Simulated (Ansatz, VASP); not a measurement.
## Two plane-wave programs on Ti

INCAR

```
PREC     = Accurate       # precision mode
ENCUT    = 520            # plane-wave cutoff, eV
EDIFF    = 1E-7           # SCF threshold, eV
ISMEAR   = 0              # smearing method
SIGMA    = 0.15           # smearing width, eV
LREAL    = F              # projectors in reciprocal space
LASPH    = T              # aspherical terms in the spheres
NELM     = 80             # most SCF steps
ALGO     = Fast           # electronic algorithm
ISIF     = 2              # what is computed and relaxed
LWAVE    = F              # write WAVECAR
LCHARG   = F              # write CHGCAR
GGA      = PE             # functional
NBANDS   = 12             # bands
```

File KPOINTS:

```
Automatic mesh
0
Gamma
  22 22 22
```

POSCAR

```
Ti
1.0
   -1.6270653055      1.6270653055      1.8893482327
    1.6270653055     -1.6270653055      1.8893482327
    1.6270653055      1.6270653055     -1.8893482327
Ti
1
Direct
    0.0000000000      0.0000000000      0.0000000000
```

Input for Ansatz:

```yaml
crystal:
  lattice:
    - [-1.6270653055, 1.6270653055, 1.8893482327]
    - [1.6270653055, -1.6270653055, 1.8893482327]
    - [1.6270653055, 1.6270653055, -1.8893482327]
  atoms:
    - { symbol: Ti, position: [0.0, 0.0, 0.0] }
basis:
  ecutwfc: 520.0
kpoints:
  mp_grid: { grid: [22, 22, 22] }
hamiltonian:
  xc: pbe
  pseudopotentials: { kind: paw, azcp: { folder: soft_1 } }
scf:
  occupations: { method: gaussian, width: 0.15 }
output:
  forces: true
  stress: true
  eigenvalues: true
```

Alike in both runs: task single point; functional PBE; k mesh 22 × 22 × 22; occupations gaussian, width 0.15 eV; no spin polarisation.

```csv
,VASP,Ansatz
version,VASP 6.6.1,Ansatz 0.2.0
potentials or method,"VASP PAW PBE potentials, release 64 (Ti_sv), cutoff 520 eV","scalar-relativistic, plane waves, PAW"
valence electrons in the cell,12,12
```

```csv
,VASP,Ansatz,Ansatz less VASP
gap on the k mesh at the Fermi level (eV),none,none,-
pressure (GPa),-11.9,-11.9,+0.06
"traceless stress, the component that is largest in VASP (GPa)",2.06,2.06,0.000
```

A gap of «none» marks a metal or a gap that the smearing closes.
